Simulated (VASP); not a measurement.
# NaCl: single point with PBE

Crystal: NaCl.

```xyz
2
Lattice="-0.0374 2.7653 2.7653 2.7653 -0.0374 2.7653 2.7653 2.7653 -0.0374" Properties=species:S:1:pos:R:3 pbc="T T T"
Na    0.0000    0.0000    0.0000
Cl    2.7466    2.7466    2.7466
```

This cell differs from its parent crystal: strain along [111] -2.0%.

* Program: VASP 6.6.1
* Task: single point
* Functional: PBE
* Potentials or basis: VASP PAW PBE potentials, release 64 (Na_pv, Cl)
* Cutoff: 520 eV
* k mesh: 8 × 8 × 8
* Occupations: fermi-dirac, width 0.02 eV
* Spin: no spin polarisation
* Dipole correction: no
* Further INCAR settings: ALGO = Normal; EDIFF = 1e-06; NBANDS = 14

```
Pressure               : 1.9 GPa
Band gap on the k mesh : 5.21 eV, direct
```

Stress tensor (GPa, compression positive):
```
1.86 0.17 0.17
0.17 1.86 0.17
0.17 0.17 1.86
```

Levels at points of the mesh, in eV from the valence-band top:
```csv
k point,band 5,band 6,band 7,band 8,band 9,band 10
"(0.00, 0.00, 0.00)",-0.08,-0.08,0.00,5.21,11.01,11.01
"(0.50, 0.00, 0.00)",-2.10,-0.34,-0.30,7.31,10.84,10.97
"(0.50, 0.50, 0.00)",-1.81,-0.72,-0.64,7.59,8.00,11.54
"(0.50, 0.50, 0.50)",-2.08,-0.38,-0.38,7.24,10.90,10.90
```

It took 56 s on 1 thread of AMD EPYC 7R13, on a shared host, peak memory 0.15 GiB.

Caveat: the cell differs from its parent crystal (strain along [111] -2.0%).
